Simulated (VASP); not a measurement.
Crystal: MgH2.

```
Mg H
1.0
     0.00000    2.38107    2.38107
     2.38107    0.00000    2.38107
     2.38107    2.38107    0.00000
Mg H
1 2
Cartesian
  0.0000 0.0000 0.0000
  3.5716 3.5716 3.5716
  1.1905 1.1905 1.1905
```

Program: VASP 6.6.1. Alike in all runs: task single point; cell as given.

Order these runs on this cell by their pressure, lowest first.
A. level LDA; potentials or basis VASP PAW LDA potentials, release 64 (Mg, H); spin off; k mesh 8 × 8 × 8; cutoff (eV) 520; smearing gaussian 0.1 eV
B. level RPBE; potentials or basis VASP PAW PBE potentials, release 64 (Mg, H); spin off; k mesh 4 × 4 × 4; cutoff (eV) 600; smearing gaussian 0.1 eV
C. level PBE; potentials or basis VASP PAW PBE potentials, release 64 (Mg, H); spin collinear, zero start; k mesh 8 × 8 × 8; cutoff (eV) 600; smearing fermi-dirac 0.04 eV

A (-4.1 GPa), C (-0.6 GPa), B (1.2 GPa).

Caveats: some runs use coarse meshes; the PAW data sets were made with another functional, which shifts forces and pressure a little (some runs).
